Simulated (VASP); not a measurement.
Set up this calculation in VASP 6.6.1, as the native input.

| Quantity | Value |
| --- | --- |
| Task | relaxation of cell and atoms |
| Functional | PBE |
| Potentials or basis | VASP PAW PBE potentials, release 64 (Cd, P) |
| Cutoff | 600 eV |
| k mesh | 18 × 18 × 18 |
| Occupations | gaussian, width 0.1 eV |
| Spin | no spin polarisation |
| Dipole correction | no |
| Further INCAR settings | ALGO = Normal; EDIFF = 1e-06; IBRION = 2; EDIFFG = -0.01; NSW = 100; ISIF = 3 |

The structure of CdP lies in POSCAR:

```
CdP
1.0
    0.0000000000      2.7345798547      2.7345798547
    2.7345798547      0.0000000000      2.7345798547
    2.7345798547      2.7345798547      0.0000000000
Cd P
1 1
Direct
    0.0000000000      0.0000000000      0.0000000000
    0.5000000000      0.5000000000      0.5000000000
```

These files were run (other wordings do the same):

INCAR

```
ALGO = Normal ; EDIFF = 1E-6
EDIFFG = -0.01 ; ENCUT = 600
GGA = PE ; IBRION = 2
ISIF = 3 ; ISMEAR = 0
LASPH = True ; LCHARG = False
LREAL = False ; LWAVE = False
NELM = 100 ; NSW = 100
PREC = Accurate ; SIGMA = 0.1
```

KPOINTS

```
k-points
0
Gamma
  18 18 18
```

Potentials or basis: VASP PAW PBE potentials, release 64 (Cd, P).

The run is started by

```bash
$ cat potpaw_PBE.64/Cd/POTCAR potpaw_PBE.64/P/POTCAR > POTCAR
$ mpirun -np 1 vasp_std > vasp.out
```

Results of the run:

```
Relaxed volume                        : 20.51 Å³/atom
Relaxed cell                          : a = 3.871 Å, b = 3.871 Å, c = 3.871 Å, α = 60.00°, β = 60.00°, γ = 60.00°
Space group after relaxing (to 0.1 Å) : Fm-3m (No. 225)
Energy gained by relaxing             : 0.0 meV/atom
Ionic steps                           : 2
Pressure after relaxing               : 0.0 GPa
Band gap on the k mesh                : zero (an odd number of electrons rules out a gap without spin polarisation)
```

Caveat: an odd number of electrons without spin polarisation forces a metal; a magnetic or distorted state may lie lower.

Wall time 73 s on 1 thread of Intel(R) Xeon(R) 6975P-C (Granite Rapids) (shared host), peak memory 0.28 GiB.
